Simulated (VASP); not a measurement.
Sn3Te, 4 atoms in the cell. It takes space group Pm-3m (No. 221, cubic). Conventional cell: a = 4.863 Å, b = 4.863 Å, c = 4.863 Å, α = 90.00°, β = 90.00°, γ = 90.00°. Sn (site symmetry 4/mmm) has 8 Sn at 3.44 Å and 4 Te at 3.44 Å within 4.5 Å. Te (site symmetry m-3m) has 12 Sn at 3.44 Å within 4.5 Å. 

```yaml
Program: VASP 6.6.1
Task: single point
Functional: PBE
Potentials_or_basis: VASP PAW PBE potentials, release 64 (Sn_d, Te)
Cutoff: 520 eV
k_mesh: 4 × 4 × 4
Occupations: gaussian, width 0.1 eV
Spin: no spin polarisation
Dipole_correction: no
Further_INCAR_settings: ALGO = Fast; EDIFF = 1e-06; NBANDS = 32
```

Potentials or basis: VASP PAW PBE potentials, release 64 (Sn_d, Te).

The run is started by

```console
$ cat potpaw_PBE.64/Sn_d/POTCAR potpaw_PBE.64/Te/POTCAR > POTCAR
$ mpirun -np 1 vasp_std > vasp.out
```

Hardware: 1 thread of AMD EPYC 7R13 Processor (Zen 3) (shared host).

Estimate the wall time of this run.

Run time: 33 s on 1 thread of AMD EPYC 7R13 Processor (Zen 3) (shared host), peak memory 0.18 GiB. Counts: scf iterations 13, k points 10.
